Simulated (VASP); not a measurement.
Input of a VASP 6.6.1 run:

The input POSCAR:

```
Pt
1.0
   -1.5947118289      1.5947118289      1.5947118289
    1.5947118289     -1.5947118289      1.5947118289
    1.5947118289      1.5947118289     -1.5947118289
Pt
1
Direct
    0.0000000000      0.0000000000      0.0000000000
```

File INCAR.step1:

```
SYSTEM = Pt
  PREC = Accurate
  ENCUT = 520
  EDIFF = 1E-5
  ISMEAR = -1
  SIGMA = 0.05
  LREAL = .False.
  LASPH = .True.
  NELM = 80
  ALGO = Normal
  ISIF = 2
  LWAVE = .True.
  LCHARG = .False.
  GGA = PE
  NBANDS = 11
```

INCAR.step2

```
SYSTEM = Pt
  PREC = Accurate
  ENCUT = 520
  EDIFF = 1E-6
  ISMEAR = -1
  SIGMA = 0.05
  LREAL = .False.
  LASPH = .True.
  NELM = 80
  ALGO = Normal
  ISIF = 2
  LWAVE = .False.
  LCHARG = .False.
  GGA = PE
  LHFCALC = .True.
  HFSCREEN = 0.2079
  PRECFOCK = Normal
  ISTART = 1
  NBANDS = 11
```

KPOINTS

```
Automatic mesh
0
Gamma
  8 8 8
  0 0 0
```

Potentials or basis: VASP PAW PBE potentials, release 64 (Pt).

Run with:

```sh
$ cat potpaw_PBE.64/Pt/POTCAR > POTCAR
$ cp INCAR.step1 INCAR
$ mpirun -np 1 vasp_std > vasp.out
$ cp INCAR.step2 INCAR
$ mpirun -np 1 vasp_std > vasp.out
```

Problem. Predict the band gap on the k mesh.

Solution. Zero (bands 5 and 6 overlap by 2.76 eV).

Problem. Estimate the pressure.

Solution. -11.6 GPa.

Caveat: the cell stands under tension; the PAW data sets were made with another functional, which shifts forces and pressure a little; spin-orbit coupling is left out, which moves the levels of the heavy elements.
